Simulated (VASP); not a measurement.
Set up this calculation in VASP 6.6.1, as the native input.

```
Task                   : relaxation of cell and atoms
Functional             : PBEsol
Potentials or basis    : VASP PAW PBE potentials, release 64 (O)
Cutoff                 : 600 eV
k mesh                 : 9 × 9 × 9
Occupations            : fermi-dirac, width 0.05 eV
Spin                   : no spin polarisation
Target pressure        : 5 GPa
Dipole correction      : no
Further INCAR settings : ALGO = Normal; EDIFF = 1e-06; IBRION = 2; EDIFFG = -0.01; NSW = 60; ISIF = 3
```

The structure of O lies in POSCAR:

```
O
1.0
    1.6749479049      0.9670316238      3.7319995215
   -1.6749479049      0.9670316238      3.7319995215
    0.0000000000     -1.9340632475      3.7319995215
O
2
Direct
    0.0546147200      0.0546147200      0.0546147200
    0.9453852800      0.9453852800      0.9453852800
```

One way to write it, as run:

INCAR

```
SYSTEM = O
PREC = Accurate
ENCUT = 600
EDIFF = 1E-6
ISMEAR = -1
SIGMA = 0.05
LREAL = .False.
LASPH = .True.
NELM = 60
ALGO = Normal
ISIF = 3
LWAVE = .False.
LCHARG = .False.
GGA = PS
IBRION = 2
NSW = 60
EDIFFG = -0.01
PSTRESS = 50.0
```

KPOINTS

```
regular mesh
0
Gamma
  9 9 9
  0 0 0
```

Potentials or basis: VASP PAW PBE potentials, release 64 (O).

Launch:

```bash
$ cat potpaw_PBE.64/O/POTCAR > POTCAR
$ mpirun -np 1 vasp_std > vasp.out
```

It gave:

```json
{
 "Relaxed volume": "9.15 Å³/atom",
 "Relaxed cell": "a = 3.925 Å, b = 3.925 Å, c = 3.925 Å, α = 35.59°, β = 35.59°, γ = 35.59°",
 "Space group after relaxing (to 0.1 Å)": "R-3m (No. 166)",
 "Energy change on relaxing (the run minimises the enthalpy)": "-339.5 meV/atom",
 "Ionic steps": "56",
 "Pressure after relaxing": "4.9 GPa",
 "Largest force after relaxing": "0.010 eV/Å",
 "Band gap on the k mesh": "zero (bands 6 and 7 overlap by 2.86 eV)"
}
```

Caveat: the cell is relaxed towards a set pressure, so the run minimises the enthalpy, not the energy; the standard files for N, O and F lose accuracy on very short bonds; spin is off for a triplet molecule; the volume moved by over 15 % at a fixed basis, so the end points are rough; this functional lacks dispersion, which holds the molecules together, so the pressure and a relaxed volume are unreliable; the PAW data sets were made with another functional, which shifts forces and pressure a little.

Wall time 30 min on 1 thread of Intel Xeon 8259CL, on a shared host, peak memory 0.23 GiB.
